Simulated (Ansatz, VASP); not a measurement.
KCl: VASP beside Ansatz

```
K Cl
1.0
     5.34380    0.00000    0.00000
    -2.67190    4.62787    0.00000
     0.00000    0.00000    6.23917
K Cl
2 2
Cartesian
  0.0000 3.0852 -0.3899
  2.6719 1.5426 2.7296
  0.0000 3.0852 2.7296
  2.6719 1.5426 5.8492
```

Alike in both runs: task single point; functional r2SCAN; k mesh 6 × 6 × 4; no spin polarisation.

|  | VASP | Ansatz |
| --- | --- | --- |
| version | VASP 6.6.1 | Ansatz 0.2.0 |
| potentials or method | VASP PAW PBE potentials, release 64 (K_sv, Cl) | plane waves, PAW |
| plane-wave cutoff (eV) | 520 | 500 |
| occupations | gaussian, width 0.01 eV | fixed |
| valence electrons in the cell | 32 | 32 |

Ansatz gave:

```
gap on the k mesh at the Fermi level (eV) : 5.35
pressure (GPa)                            : 0.0
```

Q: Which values does VASP return?

A: gap on the k mesh at the Fermi level (eV): 5.36; pressure (GPa): 0.0.

VASP's potentials were made for PBE, not for r2SCAN.
